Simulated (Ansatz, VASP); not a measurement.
## One calculation of Pd, two programs

File INCAR:

```
SYSTEM = Pd
  PREC = Accurate
  ENCUT = 520
  EDIFF = 1E-6
  ISMEAR = -1
  SIGMA = 0.05
  LREAL = .False.
  LASPH = .True.
  NELM = 60
  ALGO = Normal
  ISIF = 2
  LWAVE = .False.
  LCHARG = .False.
  GGA = PS
  NBANDS = 17
```

Contents of KPOINTS:

```
Automatic mesh
0
Gamma
  12 12 7
  0 0 0
```

The input POSCAR:

```
Pd
1.0
    2.7983685316      0.0000000000      0.0000000000
   -1.3991842658      2.4234582375      0.0000000000
    0.0000000000      0.0000000000      4.5333570212
Pd
2
Direct
    0.3333333333      0.6666666667      0.2500000000
    0.6666666667      0.3333333333      0.7500000000
```

Input for Ansatz:

```yaml
crystal:
  lattice:
    - [2.7983685316, 0.0, 0.0]
    - [-1.3991842658, 2.4234582375, 0.0]
    - [0.0, 0.0, 4.5333570212]
  atoms:
    - { symbol: Pd, position: [0.3333333333, 0.6666666667, 0.25] }
    - { symbol: Pd, position: [0.6666666667, 0.3333333333, 0.75] }
kpoints:
  mp_grid: { grid: [12, 12, 7] }
scf:
  occupations: { method: fermi_dirac, width: 0.05 }
hamiltonian:
  xc: pbesol
  pseudopotentials: { kind: all_electron, lapw: { basis_error: 0.001 } }
output:
  forces: true
  stress: true
  eigenvalues: true
  populations: true
```

Alike in both runs: task single point; functional PBEsol; k mesh 12 × 12 × 7; occupations fermi-dirac, width 0.05 eV; no spin polarisation.

|  | VASP | Ansatz |
| --- | --- | --- |
| version | VASP 6.6.1 | Ansatz 0.2.0 |
| potentials or method | VASP PAW PBE potentials, release 64 (Pd), cutoff 520 eV | all-electron LAPW, scalar-relativistic |

```csv
,VASP,Ansatz,Ansatz less VASP
pressure (GPa),-8.9,-8.7,+0.20
"traceless stress, the component that is largest in VASP (GPa)",2.34,2.39,+0.040
```

VASP's potentials were made for PBE, not for PBEsol. Ansatz ran all-electron here, and VASP with PAW potentials.
